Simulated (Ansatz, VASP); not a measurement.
**Two plane-wave programs on Mo**

POSCAR

```
Mo
1.0
    0.0000000000      2.7078365275      2.7078365275
    2.7078365275      0.0000000000      2.7078365275
    2.7078365275      2.7078365275      0.0000000000
Mo
2
Direct
    0.1250000000      0.1250000000      0.1250000000
    0.8750000000      0.8750000000      0.8750000000
```

INCAR.step1

```
PREC = Accurate
ENCUT = 520
ISMEAR = -1
SIGMA = 0.1
LREAL = False
LASPH = True
NELM = 80
NBANDS = 21
GGA = PE
ALGO = Normal
EDIFF = 1E-4
LWAVE = True
LCHARG = False
```

The input INCAR.step2:

```
PREC = Accurate
ENCUT = 520
EDIFF = 1E-6
ISMEAR = -1
SIGMA = 0.1
LREAL = False
LASPH = True
NELM = 80
ALGO = Normal
ISIF = 2
LWAVE = False
LCHARG = True
METAGGA = R2SCAN
LMIXTAU = True
LELF = True
LVHAR = True
NBANDS = 21
ISTART = 1
```

Contents of KPOINTS:

```
regular mesh
0
Gamma
  11 11 11
```

Input for Ansatz:

```yaml
crystal:
  lattice:
    - [0.0, 2.7078365275, 2.7078365275]
    - [2.7078365275, 0.0, 2.7078365275]
    - [2.7078365275, 2.7078365275, 0.0]
  atoms:
    - { symbol: Mo, position: [0.125, 0.125, 0.125] }
    - { symbol: Mo, position: [0.875, 0.875, 0.875] }
hamiltonian:
  xc: r2scan
  pseudopotentials:
    kind: paw
    azcp:
      Mo: "pseudopotentials/Mo.paw.azcp"
basis:
  ecutwfc: 500
  fft_grid_basis: typed
kpoints:
  mp_grid: { grid: [11, 11, 11], shift: [0, 0, 0] }
magnetization:
  spin_polarized: false
scf:
  occupations: { method: fermi_dirac, width: 0.1 }
  lower_state_search: "off"
output:
  stress: true
```

Alike in both runs: task single point; functional r2SCAN; k mesh 11 × 11 × 11; occupations fermi-dirac, width 0.1 eV; no spin polarisation.

|  | VASP | Ansatz |
| --- | --- | --- |
| version | VASP 6.6.1 | Ansatz 0.2.0 |
| potentials or method | VASP PAW PBE potentials, release 64 (Mo_sv), cutoff 520 eV | plane waves (500 eV) with PAW, scalar-relativistic |
| valence electrons in the cell | 28 | 28 |

|  | VASP | Ansatz | Ansatz less VASP |
| --- | --- | --- | --- |
| pressure (GPa) | 19.8 | 18.3 | -1.44 |

VASP's potentials were made for PBE, not for r2SCAN.
